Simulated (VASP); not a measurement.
## Zr: single point with r2SCAN

The system is Zr.

```
Zr
1.0
     3.24458    0.00000    0.00000
    -1.62229    2.80989    0.00000
     0.00000    0.00000    5.15736
Zr
2
Direct
  0.33333 0.66667 0.25000
  0.66667 0.33333 0.75000
```

```
Program                : VASP 6.6.1
Task                   : single point
Functional             : r2SCAN
Potentials or basis    : VASP PAW PBE potentials, release 64 (Zr_sv)
Cutoff                 : 520 eV
k mesh                 : 11 × 11 × 6
Occupations            : gaussian, width 0.2 eV
Spin                   : no spin polarisation
Dipole correction      : no
Further INCAR settings : ALGO = Normal; EDIFF = 1e-06; NBANDS = 19
```

The pressure is 0.0 GPa. The band gap on the k mesh is zero (bands 12 and 13 overlap by 1.14 eV).

Stress tensor (GPa, compression positive):
```
 0.03  0.00  0.00
 0.00  0.03  0.00
 0.00  0.00 -0.13
```

Levels at points of the mesh, in eV from the Fermi level:
| k point | band 9 | band 10 | band 11 | band 12 | band 13 | band 14 | band 15 | band 16 |
| --- | --- | --- | --- | --- | --- | --- | --- | --- |
| (0.00, 0.00, 0.00) | -5.99 | -3.17 | 0.98 | 0.98 | 1.02 | 1.16 | 1.72 | 1.72 |
| (0.00, 0.00, 0.50) | -4.20 | -4.20 | 0.04 | 0.04 | 0.89 | 0.89 | 0.89 | 0.89 |

Wall time 3.1 min on 1 thread of Intel Xeon 8259CL, with other jobs on the host, peak memory 0.2 GiB.

Caveat: the PAW data sets were made with another functional, which shifts forces and pressure a little.
